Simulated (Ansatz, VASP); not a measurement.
## Two plane-wave programs on ScAl3

```xyz
4
Lattice="4.3970 0.0000 0.0000 0.0000 4.3970 0.0000 0.0000 0.0000 3.9084" Properties=species:S:1:pos:R:3 pbc="T T T"
Sc    0.0000    0.0000    0.0000
Al    2.1985    0.0000    1.9542
Al    0.0000    2.1985    1.9542
Al    2.1985    2.1985    0.0000
```

Change from the starting cell: strain +0.080 along x and y, -0.040 along z, atoms carried along.

Alike in both runs: task single point; functional PBEsol; k mesh 12 × 12 × 12; occupations gaussian, width 0.15 eV; no spin polarisation.

```csv
,VASP,Ansatz
version,VASP 6.6.1,Ansatz 0.2.0
potentials or method,"VASP PAW PBE potentials, release 64 (Sc_sv, Al), cutoff 520 eV","scalar-relativistic, plane waves, PAW"
valence electrons in the cell,20,20
```

```csv
,VASP,Ansatz,Ansatz less VASP
gap on the k mesh at the Fermi level (eV),none,none,-
pressure (GPa),-7.3,-7.4,-0.07
"traceless stress, the component that is largest in VASP (GPa)",7.07,7.05,-0.022
```

VASP's potentials were made for PBE, not for PBEsol. A gap of «none» marks a metal or a gap that the smearing closes.
